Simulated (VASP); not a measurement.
# Sc (Im-3m) in VASP: notebook

Sc is run at these levels: PBE; tasks: single point.

Everything below comes from runs of VASP 6.6.1. Logs are shortened: lines on timing, memory, paths and dates and some standing lists are left out, and cuts for length are marked.

## Step 1: The cell of the first run

It takes space group Im-3m (No. 229, cubic). Conventional cell: a = 2.725 Å, b = 2.725 Å, c = 2.725 Å, α = 90.00°, β = 90.00°, γ = 90.00°. Sc (site symmetry m-3m) has 14 Sc at 2.36 to 2.72 Å within 3.1 Å.

## Step 2: Single point, PBE

The input, INCAR:

```
  PREC = Accurate
  ENCUT = 500
  EDIFF = 1E-6
  ISMEAR = -1
  SIGMA = 0.1
  LREAL = False
  LASPH = True
  NELM = 120
  ALGO = Normal
  ISIF = 2
  LWAVE = False
  LCHARG = True
  GGA = PE
  LELF = True
  LVHAR = True
  NBANDS = 12
  GGA_COMPAT = False
```

The input, KPOINTS:

```
regular mesh
0
Gamma
  20 20 20
```

The input, POSCAR:

```
Sc
1.0
   -1.3624092417      1.3624092417      1.3624092417
    1.3624092417     -1.3624092417      1.3624092417
    1.3624092417      1.3624092417     -1.3624092417
Sc
1
Direct
    0.0000000000      0.0000000000      0.0000000000
```

Potentials or basis: VASP PAW PBE potentials, release 64 (Sc_sv).

Command:

```console
$ cat potpaw_PBE.64/Sc_sv/POTCAR > POTCAR
$ mpirun -np 1 vasp_std > vasp.out
```

OUTCAR:

```text
PREC = Accurate
   ENCUT = 500
   EDIFF = 1E-6
   ISMEAR = -1
   LREAL = False
   LASPH = True
   NELM = 120
   ISIF = 2
   GGA = PE

 ion  position               nearest neighbor table
   1  0.000  0.000  0.000-

  LATTYP: Found a body centered cubic cell.
 ALAT       =     2.7248184834

  Lattice vectors:

 A1 = (  -1.3624092417,   1.3624092417,   1.3624092417)
 A2 = (   1.3624092417,  -1.3624092417,   1.3624092417)
 A3 = (   1.3624092417,   1.3624092417,  -1.3624092417)

Analysis of symmetry for initial positions (statically):
=====================================================================
 Subroutine PRICEL returns:
 Original cell was already a primitive cell.

 Routine SETGRP: Setting up the symmetry group for a
 body centered cubic supercell.

 Subroutine GETGRP returns: Found 48 space group operations
 (whereof 48 operations were pure point group operations)
 out of a pool of 48 trial point group operations.

The static configuration has the point symmetry O_h .

Analysis of symmetry for dynamics (positions and initial velocities):
=====================================================================
 Subroutine PRICEL returns:
 Original cell was already a primitive cell.

 Routine SETGRP: Setting up the symmetry group for a
 body centered cubic supercell.

 Subroutine GETGRP returns: Found 48 space group operations
 (whereof 48 operations were pure point group operations)
 out of a pool of 48 trial point group operations.

The dynamic configuration has the point symmetry O_h .

 Subroutine INISYM returns: Found 48 space group operations
 (whereof 48 operations are pure point group operations),
 and found     1 'primitive' translations

----------------------------------------------------------------------------------------

                                     Primitive cell

  volume of cell :      10.1154

  direct lattice vectors                    reciprocal lattice vectors
    -1.362409242  1.362409242  1.362409242     0.000000000  0.366996923  0.366996923
     1.362409242 -1.362409242  1.362409242     0.366996923  0.000000000  0.366996923
     1.362409242  1.362409242 -1.362409242     0.366996923  0.366996923  0.000000000

  length of vectors
     2.359762027  2.359762027  2.359762027     0.519012026  0.519012026  0.519012026

  position of ions in fractional coordinates (direct lattice)
     0.000000000  0.000000000  0.000000000

  ion indices of the primitive-cell ions
   primitive index   ion index
                 1           1

----------------------------------------------------------------------------------------

 KPOINTS: regular mesh

Automatic generation of k-mesh.
 Grid dimensions read from file:
 generate k-points for:   20   20   20

 Generating k-lattice:

  Cartesian coordinates                     Fractional coordinates (reciprocal lattice)
     0.000000000  0.018349846  0.018349846     0.050000000  0.000000000  0.000000000
     0.018349846  0.000000000  0.018349846     0.000000000  0.050000000  0.000000000
     0.018349846  0.018349846  0.000000000     0.000000000  0.000000000  0.050000000

  Length of vectors
     0.025950601  0.025950601  0.025950601

  Shift w.r.t. Gamma in fractional coordinates (k-lattice)
     0.000000000  0.000000000  0.000000000

 Subroutine IBZKPT returns following result:
 ===========================================

 Found    256 irreducible k-points:

 Following reciprocal coordinates:
            Coordinates               Weight
  0.000000  0.000000  0.000000      1.000000
  0.050000  0.000000  0.000000     12.000000
  0.100000  0.000000  0.000000     12.000000
  0.150000  0.000000  0.000000     12.000000
  0.200000  0.000000  0.000000     12.000000
  0.250000  0.000000  0.000000     12.000000
[... 16 lines left out ...]
  0.200000  0.100000  0.000000     48.000000
  0.250000  0.100000 -0.000000     48.000000
 [... further k-points ...]
   k-points           NKPTS =    256   k-points in BZ     NKDIM =    256   number of bands    NBANDS=     12
   number of dos      NEDOS =    301   number of ions     NIONS =      1
   total plane-waves  NPLWV =   5832
   dimension x,y,z NGX =    18 NGY =   18 NGZ =   18
   dimension x,y,z NGXF=    36 NGYF=   36 NGZF=   36
   ions per type =               1
   NGX,Y,Z   is equivalent  to a cutoff of  12.68, 12.68, 12.68 a.u.
   NGXF,Y,Z  is equivalent  to a cutoff of  25.36, 25.36, 25.36 a.u.
 SYSTEM =  unknown system
   PREC   = accura    normal or accurate (medium, high low for compatibility)
   ISTART =      0    job   : 0-new  1-cont  2-samecut
   ICHARG =      2    charge: 1-file 2-atom 10-const
   ISPIN  =      1    spin polarized calculation?
   LNONCOLLINEAR =      F non collinear calculations
   LSORBIT =      F    spin-orbit coupling
   LASPH  =      T    aspherical Exc in radial PAW
   ENCUT  =  500.0 eV  36.75 Ry    6.06 a.u.   4.30  4.30  4.30*2*pi/ulx,y,z
   NELM   =    120;   NELMIN=  2; NELMDL= -5     # of ELM steps
   EDIFF  = 0.1E-05   stopping-criterion for ELM
   LREAL  =      F    real-space projection
   EDIFFG = 0.1E-04   stopping-criterion for IOM
   NSW    =      0    number of steps for IOM
   IBRION =     -1    ionic relax: 0-MD 1-quasi-New 2-CG
   NFREE  =      0    steps in history (QN), initial steepest desc. (CG)
   ISIF   =      2    stress and relaxation
   ISYM   =      2    0-nonsym 1-usesym 2-fastsym
   POTIM  = 0.5000    time-step for ionic-motion
   TEBEG  =    0.0;   TEEND  =   0.0 temperature during run
   PSTRESS=    0.0 pullay stress
   NELECT =      11.0000    total number of electrons
   NUPDOWN=      -1.0000    fix difference up-down
   EMIN   =  10.00;   EMAX   =-10.00  energy-range for DOS
   EFERMI =   0.00;   METHOD = LEGACY
   ISMEAR =    -1;   SIGMA  =   0.10  broadening in eV -4-tet -1-fermi 0-gaus
   EFERMI_NEDOS =   21; number of points for ismear=-14 and -15
   IALGO  =     38    algorithm
   IMIX   =      4    mixing-type and parameters
     AMIX     =   0.40;   BMIX     =  1.00
     AMIX_MAG =   1.60;   BMIX_MAG =  1.00
  volume/ion in A,a.u.               =      10.12        68.26
  Fermi-wavevector in a.u.,A,eV,Ry     =   1.683494  3.181342 38.560963  2.834151
  Thomas-Fermi vector in A             =   2.766684
   LORBIT       =      0    0 simple, 1 ext, 2 COOP (PROOUT), +10 PAW based schemes
   GGA     = PE    functional components
   LHFCALC =     F    Hartree Fock is set to
   AEXX    =    0.0000 exact exchange contribution
   IVDW    =     0    specifies the selected vdW correction
   LEPSILON=     F    determine dielectric tensor
   LRPA    =     F    only Hartree local field effects (RPA)
 non-spin polarized calculation
  energy-cutoff  :      500.00
  volume of cell :       10.12
 maximum number of plane-waves:       268
 NGX is ok and might be reduce to    18
   NGX =  9   NGY =  9   NGZ =  9

 number of electron      11.0000005 magnetization

 Free energy of the ion-electron system (eV)
  ---------------------------------------------------
  ext. energy  EPLUGINS =         0.00000000
  ---------------------------------------------------
  free energy    TOTEN  =        -1.86131789 eV

  energy without entropy =       -1.81686255  energy(sigma->0) =       -1.83909022

 E-fermi :  10.6785     XC(G=0): -14.1844

 val. band max:       10.6759219998   @ k =  -0.4000  -0.4500   0.0500
 cond. band min:      10.6929412242   @ k =  -0.3500   0.5000   0.1000
 fundamental gap:      0.0170192243
 Fermi energy:        10.6785195012

 k-point     1 :       0.0000    0.0000    0.0000
  band No.  band energies     occupation
      1     -38.2789      2.00000
      2     -13.6951      2.00000
      3     -13.6951      2.00000
      4     -13.6951      2.00000
      5       6.9928      2.00000
      6      13.1337      0.00000
      7      13.1337      0.00000
      8      13.1337      0.00000
      9      16.8105      0.00000
     10      16.8105      0.00000
     11      32.3725      0.00000
     12      32.3725      0.00000

 k-point     2 :       0.0500    0.0000    0.0000
  band No.  band energies     occupation
      1     -38.2431      2.00000
      2     -13.8337      2.00000
      3     -13.7323      2.00000
      4     -13.6983      2.00000
      5       7.1665      2.00000
      6      13.0278      0.00000
      7      13.1110      0.00000
      8      13.2879      0.00000
      9      16.6529      0.00000
     10      16.8119      0.00000
     11      32.4783      0.00000
     12      32.6207      0.00000

 k-point     3 :       0.1000    0.0000    0.0000
  band No.  band energies     occupation
      1     -38.1382      2.00000
      2     -14.2271      2.00000
      3     -13.8389      2.00000
      4     -13.7078      2.00000
      5       7.6445      2.00000
      6      12.7318      0.00000
      7      13.0178      0.00000
      8      13.7419      0.00000
      9      16.3098      0.00000
     10      16.8232      0.00000
     11      32.7363      0.00000
     12      33.2740      0.00000
[... 286 lines left out ...]
 k-point    23 :       0.2000    0.1000    0.0000
  band No.  band energies     occupation
      1     -37.4290      2.00000
      2     -16.3995      2.00000
      3     -14.4817      2.00000
      4     -13.9179      2.00000
      5       9.3262      2.00000
      6      11.2980      0.00407
      7      12.4810      0.00000
      8      15.8303      0.00000
      9      17.3323      0.00000
     10      17.6181      0.00000
     11      32.7519      0.00000
     12      33.7538      0.00000

 k-point    24 :       0.2500    0.1000   -0.0000
  band No.  band energies     occupation
      1     -37.1808      2.00000
      2     -17.0451      2.00000
      3     -14.7309      2.00000
      4     -13.9490      2.00000
      5       8.9685      2.00000
      6      10.8711      0.25446
      7      13.2714      0.00000
      8      16.1966      0.00000
      9      17.8031      0.00000
     10      18.7049      0.00000
     11      31.7492      0.00000
     12      33.1165      0.00000

 [... further k-points ...]
[... 5 lines left out ...]
  --------------------------------------------------------------------------------------
  -------------------------------------------------------------------------------------
  Total       10.3383434     10.3383434     10.3383434     -0.0000000     -0.0000000     -0.0000000
  in kB     1637.4905540   1637.4905540   1637.4905540     -0.0000000     -0.0000000     -0.0000000
  external PRESSURE =    1637.4905540 kB  Pullay stress =       0.0000000 kB

 VOLUME and BASIS-vectors are now :
 -----------------------------------------------------------------------------
  energy-cutoff  :      500.00
  volume of cell :       10.12
      direct lattice vectors                 reciprocal lattice vectors
    -1.362409242  1.362409242  1.362409242     0.000000000  0.366996923  0.366996923
     1.362409242 -1.362409242  1.362409242     0.366996923  0.000000000  0.366996923
     1.362409242  1.362409242 -1.362409242     0.366996923  0.366996923  0.000000000

 POSITION                                       TOTAL-FORCE (eV/Angst)
 -----------------------------------------------------------------------------------
      0.00000      0.00000      0.00000         0.000000      0.000000      0.000000
 -----------------------------------------------------------------------------------
    total drift:                                0.000000      0.000000      0.000000

  FREE ENERGIE OF THE ION-ELECTRON SYSTEM (eV)
  ---------------------------------------------------
  free  energy   TOTEN  =        -1.8613178885 eV

  energy  without entropy=       -1.8168625488  energy(sigma->0) =       -1.83909022
```

It took 21 s on 1 thread of Intel Xeon 6975P-C, shared host; peak memory 0.14 GiB.

What came out:

| Property | Result |
| --- | --- |
| Free energy | -1.8613 eV |
| Pressure | 163.7 GPa |

## Step 3: Single point, PBE

The input, INCAR:

```
SYSTEM = Sc
  PREC = Accurate
  ENCUT = 500
  EDIFF = 1E-6
  ISMEAR = -1
  SIGMA = 0.1
  LREAL = .False.
  LASPH = .True.
  NELM = 120
  ALGO = Normal
  ISIF = 2
  LWAVE = .False.
  LCHARG = .False.
  GGA = PE
  NBANDS = 12
  GGA_COMPAT = .False.
```

The input, KPOINTS:

```
regular mesh
0
Gamma
  20 20 20
  0 0 0
```

The input, POSCAR:

```
Sc
1.0
   -1.3625011237      1.3625011237      1.3625011237
    1.3625011237     -1.3625011237      1.3625011237
    1.3625011237      1.3625011237     -1.3625011237
Sc
1
Direct
    0.0000000000      0.0000000000      0.0000000000
```

Potentials or basis: VASP PAW PBE potentials, release 64 (Sc_sv).

Command:

```console
$ cat potpaw_PBE.64/Sc_sv/POTCAR > POTCAR
$ mpirun -np 1 vasp_std > vasp.out
```

OUTCAR:

```text
SYSTEM = Sc
   PREC = Accurate
   ENCUT = 500
   EDIFF = 1E-6
   ISMEAR = -1
   LREAL = .False.
   LASPH = .True.
   NELM = 120
   ISIF = 2
   GGA = PE

 ion  position               nearest neighbor table
   1  0.000  0.000  0.000-

  LATTYP: Found a body centered cubic cell.
 ALAT       =     2.7250022474

  Lattice vectors:

 A1 = (  -1.3625011237,   1.3625011237,   1.3625011237)
 A2 = (   1.3625011237,  -1.3625011237,   1.3625011237)
 A3 = (   1.3625011237,   1.3625011237,  -1.3625011237)

Analysis of symmetry for initial positions (statically):
=====================================================================
 Subroutine PRICEL returns:
 Original cell was already a primitive cell.

 Routine SETGRP: Setting up the symmetry group for a
 body centered cubic supercell.

 Subroutine GETGRP returns: Found 48 space group operations
 (whereof 48 operations were pure point group operations)
 out of a pool of 48 trial point group operations.

The static configuration has the point symmetry O_h .

Analysis of symmetry for dynamics (positions and initial velocities):
=====================================================================
 Subroutine PRICEL returns:
 Original cell was already a primitive cell.

 Routine SETGRP: Setting up the symmetry group for a
 body centered cubic supercell.

 Subroutine GETGRP returns: Found 48 space group operations
 (whereof 48 operations were pure point group operations)
 out of a pool of 48 trial point group operations.

The dynamic configuration has the point symmetry O_h .

 Subroutine INISYM returns: Found 48 space group operations
 (whereof 48 operations are pure point group operations),
 and found     1 'primitive' translations

----------------------------------------------------------------------------------------

[... 109 lines left out ...]
     AMIX     =   0.40;   BMIX     =  1.00
     AMIX_MAG =   1.60;   BMIX_MAG =  1.00
  volume/ion in A,a.u.               =      10.12        68.28
  Fermi-wavevector in a.u.,A,eV,Ry     =   1.683380  3.181127 38.555763  2.833769
  Thomas-Fermi vector in A             =   2.766591
   LORBIT       =      0    0 simple, 1 ext, 2 COOP (PROOUT), +10 PAW based schemes
   GGA     = PE    functional components
   LHFCALC =     F    Hartree Fock is set to
   AEXX    =    0.0000 exact exchange contribution
   IVDW    =     0    specifies the selected vdW correction
   LEPSILON=     F    determine dielectric tensor
   LRPA    =     F    only Hartree local field effects (RPA)
 non-spin polarized calculation
  energy-cutoff  :      500.00
  volume of cell :       10.12
 maximum number of plane-waves:       268
 NGX is ok and might be reduce to    18
   NGX =  9   NGY =  9   NGZ =  9

 number of electron      11.0000005 magnetization

 Free energy of the ion-electron system (eV)
  ---------------------------------------------------
  ext. energy  EPLUGINS =         0.00000000
  ---------------------------------------------------
  free energy    TOTEN  =        -1.86340906 eV

  energy without entropy =       -1.81894986  energy(sigma->0) =       -1.84117946

 E-fermi :  10.6765     XC(G=0): -14.1832

 val. band max:       10.6741238336   @ k =  -0.4000  -0.4500   0.0500
 cond. band min:      10.6910057614   @ k =  -0.3500   0.5000   0.1000
 fundamental gap:      0.0168819278
 Fermi energy:        10.6765314379

 k-point     1 :       0.0000    0.0000    0.0000
  band No.  band energies     occupation
      1     -38.2801      2.00000
      2     -13.6981      2.00000
      3     -13.6981      2.00000
      4     -13.6981      2.00000
      5       6.9891      2.00000
      6      13.1317      0.00000
      7      13.1317      0.00000
      8      13.1317      0.00000
      9      16.8077      0.00000
     10      16.8077      0.00000
     11      32.3684      0.00000
     12      32.3684      0.00000
[... 331 lines left out ...]
 k-point    24 :       0.2500    0.1000   -0.0000
  band No.  band energies     occupation
      1     -37.1826      2.00000
      2     -17.0466      2.00000
      3     -14.7334      2.00000
      4     -13.9519      2.00000
      5       8.9663      2.00000
      6      10.8694      0.25374
      7      13.2678      0.00000
      8      16.1938      0.00000
      9      17.8000      0.00000
     10      18.7012      0.00000
     11      31.7443      0.00000
     12      33.1107      0.00000

 [... further k-points ...]
[... 5 lines left out ...]
  --------------------------------------------------------------------------------------
  -------------------------------------------------------------------------------------
  Total       10.3359031     10.3359031     10.3359031      0.0000000      0.0000000      0.0000000
  in kB     1636.7728436   1636.7728436   1636.7728436      0.0000000      0.0000000      0.0000000
  external PRESSURE =    1636.7728436 kB  Pullay stress =       0.0000000 kB

 VOLUME and BASIS-vectors are now :
 -----------------------------------------------------------------------------
  energy-cutoff  :      500.00
  volume of cell :       10.12
      direct lattice vectors                 reciprocal lattice vectors
    -1.362501124  1.362501124  1.362501124     0.000000000  0.366972174  0.366972174
     1.362501124 -1.362501124  1.362501124     0.366972174  0.000000000  0.366972174
     1.362501124  1.362501124 -1.362501124     0.366972174  0.366972174  0.000000000

 POSITION                                       TOTAL-FORCE (eV/Angst)
 -----------------------------------------------------------------------------------
      0.00000      0.00000      0.00000        -0.000000      0.000000      0.000000
 -----------------------------------------------------------------------------------
    total drift:                                0.000000      0.000000      0.000000

  FREE ENERGIE OF THE ION-ELECTRON SYSTEM (eV)
  ---------------------------------------------------
  free  energy   TOTEN  =        -1.8634090583 eV

  energy  without entropy=       -1.8189498631  energy(sigma->0) =       -1.84117946
```

OSZICAR:

```text
N       E                     dE             d eps       ncg     rms          rms(c)
DAV:   1     0.617438498109E+02    0.61744E+02   -0.50836E+03  6372   0.103E+03
DAV:   2    -0.130187699000E+01   -0.63046E+02   -0.60647E+02  6148   0.273E+02
DAV:   3    -0.199827602267E+01   -0.69640E+00   -0.68867E+00  7028   0.398E+01
DAV:   4    -0.200358683997E+01   -0.53108E-02   -0.53104E-02  7476   0.270E+00
DAV:   5    -0.200364683439E+01   -0.59994E-04   -0.59995E-04  7972   0.289E-01    0.220E+01
DAV:   6    -0.188850638322E+01    0.11514E+00   -0.11428E-01  7048   0.611E+00    0.113E+01
DAV:   7    -0.186407356129E+01    0.24433E-01   -0.56386E-02  7428   0.416E+00    0.116E+00
DAV:   8    -0.186344517346E+01    0.62839E-03   -0.57951E-03  7144   0.113E+00    0.414E-02
DAV:   9    -0.186341687560E+01    0.28298E-04   -0.46854E-05  8340   0.107E-01    0.130E-02
DAV:  10    -0.186340871191E+01    0.81637E-05   -0.16417E-06  6660   0.197E-02    0.833E-04
DAV:  11    -0.186340905829E+01   -0.34638E-06   -0.39404E-08  3352   0.230E-03
   1 F= -.18634091E+01 E0= -.18411795E+01  d E =-.444592E-01
```

stdout:

```text
POSCAR found type information on POSCAR Sc
 POSCAR found :  1 types and       1 ions
 scaLAPACK will be used
 LDA part: xc-table for (Slater+PW92), standard interpolation
 POSCAR, INCAR and KPOINTS ok, starting setup
 FFT: planning ... GRIDC
 FFT: planning ... GRID_SOFT
 FFT: planning ... GRID
 WAVECAR not read
 entering main loop
```

Run time: 18 s. Hardware: 1 thread of Intel Xeon 6975P-C, shared host; peak memory 0.14 GiB.

Results:

| Property | Result |
| --- | --- |
| Free energy | -1.8634 eV |
| Pressure | 163.7 GPa |
